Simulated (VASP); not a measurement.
# SrO (I4/mmm) in VASP: further runs, part 2 of 2

VASP 6.6.1.

## Step 4: Electric field gradients, PBEsol (equal xx and yy strain of -1 %)

Contents of INCAR:

```
PREC = Accurate
ENCUT = 520
EDIFF = 1E-8
ISMEAR = -1
SIGMA = 0.03
LREAL = F
LASPH = T
NELM = 60
ALGO = Normal
ISIF = 2
LWAVE = F
LCHARG = F
GGA = PS
LEFG = T
NBANDS = 15
```

Contents of KPOINTS:

```
regular mesh
0
Gamma
  8 8 8
```

Contents of POSCAR:

```
SrO
1.0
    0.0000000000      2.5441020000      2.5698000000
    2.5441020000      0.0000000000      2.5698000000
    2.5441020000      2.5441020000      0.0000000000
Sr O
1 1
Direct
    0.0000000000      0.0000000000      0.0000000000
    0.5000000000      0.5000000000      0.5000000000
```

Potentials or basis: VASP PAW PBE potentials, release 64 (Sr_sv, O).

Command:

```
> cat potpaw_PBE.64/Sr_sv/POTCAR potpaw_PBE.64/O/POTCAR > POTCAR
> mpirun -np 1 vasp_std > vasp.out
```

OUTCAR:

```text
PREC = Accurate
   ENCUT = 520
   EDIFF = 1E-8
   ISMEAR = -1
   LREAL = F
   LASPH = T
   NELM = 60
   ISIF = 2
   GGA = PS

 ion  position               nearest neighbor table
   1  0.000  0.000  0.000-   2 2.54   2 2.54   2 2.54   2 2.54   2 2.57   2 2.57
   2  0.500  0.500  0.500-   1 2.54   1 2.54   1 2.54   1 2.54   1 2.57   1 2.57

  LATTYP: Found a body centered tetragonal cell.
 ALAT       =     3.5979035525
 C/A-ratio  =     1.4284985479

  Lattice vectors:
[... 644 lines left out ...]

  FREE ENERGIE OF THE ION-ELECTRON SYSTEM (eV)
  ---------------------------------------------------
  free  energy   TOTEN  =       -12.6354760216 eV

  energy  without entropy=      -12.6354760216  energy(sigma->0) =      -12.63547602

 Electric field gradients (V/A^2)
---------------------------------------------------------------------
 ion       V_xx      V_yy      V_zz      V_xy      V_xz      V_yz
---------------------------------------------------------------------
   1      -5.286    -5.286    10.571     0.000     0.000     0.000
   2      -1.773    -1.773     3.546    -0.001    -0.001    -0.001
---------------------------------------------------------------------

 Electric field gradients after diagonalization (V/A^2)
 (convention: |V_zz| > |V_xx| > |V_yy|)
----------------------------------------------------------------------
 ion       V_xx      V_yy      V_zz     asymmetry (V_yy - V_xx)/ V_zz
----------------------------------------------------------------------
   1      -5.286    -5.286    10.571       0.000
   2      -1.775    -1.772     3.546       0.001
----------------------------------------------------------------------

           NMR quadrupolar parameters

 Cq : quadrupolar parameter    Cq=e*Q*V_zz/h
 eta: asymmetry parameters     (V_yy - V_xx)/ V_zz
 Q  : nuclear electric quadrupole moment in mb (millibarn)
----------------------------------------------------------------------
 ion       Cq(MHz)       eta       Q (mb)
----------------------------------------------------------------------
   1       0.026       0.000       1.000
   2       0.009       0.001       1.000
----------------------------------------------------------------------
```

OSZICAR:

```text
N       E                     dE             d eps       ncg     rms          rms(c)
DAV:   1     0.661450128470E+02    0.66145E+02   -0.85606E+03  1778   0.105E+03
DAV:   2    -0.115815563179E+02   -0.77727E+02   -0.70830E+02  2452   0.217E+02
DAV:   3    -0.145541243257E+02   -0.29726E+01   -0.29612E+01  2269   0.384E+01
DAV:   4    -0.146157579400E+02   -0.61634E-01   -0.61626E-01  2189   0.562E+00
DAV:   5    -0.146176903614E+02   -0.19324E-02   -0.19324E-02  2285   0.770E-01    0.178E+01
DAV:   6    -0.128023610851E+02    0.18153E+01   -0.56559E+00  1812   0.185E+01    0.207E+01
DAV:   7    -0.126613554643E+02    0.14101E+00   -0.27931E-01  2162   0.467E+00    0.122E+01
DAV:   8    -0.126343495577E+02    0.27006E-01   -0.12042E-01  2344   0.336E+00    0.453E-01
DAV:   9    -0.126352934279E+02   -0.94387E-03   -0.57540E-03  2267   0.465E-01    0.229E-01
DAV:  10    -0.126353953349E+02   -0.10191E-03   -0.26530E-04  2022   0.163E-01    0.838E-02
DAV:  11    -0.126354672176E+02   -0.71883E-04   -0.82631E-05  2072   0.718E-02    0.249E-02
DAV:  12    -0.126354762300E+02   -0.90123E-05   -0.11184E-05  1918   0.283E-02    0.885E-03
DAV:  13    -0.126354762429E+02   -0.12873E-07   -0.93786E-07  2099   0.772E-03    0.277E-03
DAV:  14    -0.126354760057E+02    0.23716E-06   -0.75995E-08  2169   0.231E-03    0.872E-04
DAV:  15    -0.126354760179E+02   -0.12173E-07   -0.27838E-09  1508   0.554E-04    0.299E-04
DAV:  16    -0.126354760216E+02   -0.37558E-08   -0.79262E-10   976   0.229E-04
   1 F= -.12635476E+02 E0= -.12635476E+02  d E =-.156340E-11
```

stdout:

```text
POSCAR found type information on POSCAR SrO
 POSCAR found :  2 types and       2 ions
 scaLAPACK will be used
 -----------------------------------------------------------------------------
|                                                                             |
|                                                                             |
|     You enforced a specific xc type in the INCAR file but a different       |
|     I HOPE YOU KNOW WHAT YOU ARE DOING!                                     |
|                                                                             |
 -----------------------------------------------------------------------------

 LDA part: xc-table for (Slater+PW92), standard interpolation
 POSCAR, INCAR and KPOINTS ok, starting setup
 FFT: planning ... GRIDC
 FFT: planning ... GRID_SOFT
 FFT: planning ... GRID
 WAVECAR not read
 entering main loop
ion   1

ion   2
```

Wall time 21 s (1 thread of Intel Xeon Platinum 8559C (Emerald Rapids), shared host); peak memory 0.17 GiB.

What came out:

```yaml
Free_energy: -12.6355 eV
Pressure: 1.7 GPa
Band_gap_on_the_k_mesh: 3.11 eV, indirect (least direct gap 3.18 eV)
```

Levels at points of the mesh, in eV from the valence-band top:
| k point | band 6 | band 7 | band 8 | band 9 | band 10 | band 11 |
| --- | --- | --- | --- | --- | --- | --- |
| (0.00, 0.00, 0.00) | -0.04 | 0.00 | 0.00 | 3.96 | 6.14 | 6.22 |
| (0.50, 0.00, 0.00) | -2.28 | -1.21 | -1.21 | 6.57 | 8.45 | 8.95 |
| (0.50, 0.50, 0.00) | -0.45 | -0.07 | -0.07 | 3.15 | 7.91 | 10.33 |
| (0.50, 0.00, 0.50) | -0.39 | -0.12 | -0.07 | 3.11 | 7.91 | 10.32 |

Electric field gradients, principal values (V/Å²):
```tsv
atom	least	middle	greatest (by size)
1 Sr	-5.286	-5.286	10.571
2 O	-1.772	-1.775	3.546
```

Caveat: the cell differs from its parent crystal (equal xx and yy strain of -1 %); without QUAD_EFG the Cq values of the log hold for a quadrupole moment of 1 mb, not for the nuclei; the PAW data sets were made with another functional, which shifts forces and pressure a little. A k mesh can miss the band edges.

## Step 5: Overview

| cell | gap on the mesh (eV) | pressure (GPa) |
| --- | --- | --- |
| a = 3.598, b = 3.598, c = 3.634 Å, angles 59.7, 59.7, 60.7°, 2 atoms | 3.03 | 1.7 |
| a = 3.616, b = 3.616, c = 3.634 Å, angles 59.8, 59.8, 60.3°, 2 atoms | 3.10 | 0.7 |
| a = 3.616, b = 3.616, c = 3.598 Å, angles 60.2, 60.2, 59.7°, 2 atoms | 3.11 | 1.7 |

Alike in all rows: task electric field gradients; level PBEsol; potentials or basis VASP PAW PBE potentials, release 64 (Sr_sv, O); no spin polarisation; k mesh 8 × 8 × 8; cutoff (eV) 520; smearing fermi-dirac 0.03 eV.

Caveats: the PAW data sets were made with another functional, which shifts forces and pressure a little.

Absolute energies hang on the potentials; compare differences alone.
